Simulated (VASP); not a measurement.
The system is SrGa3.

```
CELL_PARAMETERS angstrom
4.52848 0.00000 0.00000
0.00000 4.52848 0.00000
0.00000 0.00000 4.52848
ATOMIC_POSITIONS crystal
Sr 0.00000 0.00000 0.00000
Ga 0.00000 0.50000 0.50000
Ga 0.50000 0.50000 0.00000
Ga 0.50000 0.00000 0.50000
```

Base run:

- Program: VASP 6.6.1
- Functional: PBEsol
- Potentials or basis: VASP PAW PBE potentials, release 64 (Sr_sv, Ga_d)
- Cutoff: 520 eV
- k mesh: 8 × 8 × 8
- Occupations: gaussian, width 0.05 eV
- Spin: no spin polarisation

Its results: band gap on the k mesh zero (an odd number of electrons rules out a gap without spin polarisation); pressure -2.6 GPa.

Question: The run is repeated on the same cell with these changes: functional from PBEsol to r2SCAN; further incar settings from ALGO = Fast; EDIFF = 1e-07; NBANDS = 32 to ALGO = Normal; EDIFF = 1e-06; NBANDS = 32. What comes out?

Answer: Band gap on the k mesh zero (an odd number of electrons rules out a gap without spin polarisation); pressure -1.2 GPa.

Caveats: the PAW data sets were made with another functional, which shifts forces and pressure a little.
